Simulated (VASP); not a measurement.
## Mo: single point with PBE

The system is Mo, a wire with vacuum.

```
Mo
1.0
    13.50000    0.00000    0.00000
     0.00000   14.00000    0.00000
     0.00000    0.00000    4.46954
Mo
8
Direct
  0.50000 0.55644 0.00000
  0.50000 0.33069 0.00000
  0.33446 0.55644 0.50000
  0.66554 0.55644 0.50000
  0.33446 0.44356 0.00000
  0.66554 0.44356 0.00000
  0.50000 0.66931 0.50000
  0.50000 0.44356 0.50000
```

```
Program                : VASP 6.6.1
Task                   : single point
Functional             : PBE
Potentials or basis    : VASP PAW PBE potentials, release 64 (Mo_sv)
Cutoff                 : 520 eV
k mesh                 : 1 × 1 × 8
Occupations            : gaussian, width 0.05 eV
Spin                   : no spin polarisation
Dipole correction      : no
Further INCAR settings : ALGO = Normal; EDIFF = 1e-07; NBANDS = 66
```

The largest force is 3.868 eV/Å and the band gap on the k mesh is zero (band 56 reaches -0.95 eV, above the bottom of band 57 at -0.96 eV).

Forces on the atoms (eV/Å):
```
Mo   0.000  0.227  0.000
Mo   0.000  3.868  0.000
Mo   2.863 -1.021  0.000
Mo  -2.863 -1.021  0.000
Mo   2.863  1.021  0.000
Mo  -2.863  1.021  0.000
Mo   0.000 -3.868  0.000
Mo   0.000 -0.227  0.000
```

Levels at points of the mesh, in eV from the Fermi level:
```tsv
k point	band 54	band 55	band 56	band 57	band 58	band 59
(0.00, 0.00, 0.00)	-0.76	-0.11	-0.02	0.04	0.14	0.19
(0.00, 0.00, 0.50)	-0.68	-0.10	-0.10	0.01	0.01	0.20
```

It took 6.9 min on 1 thread of Intel(R) Xeon(R) 6975P-C (Granite Rapids), on a shared host, peak memory 0.77 GiB.
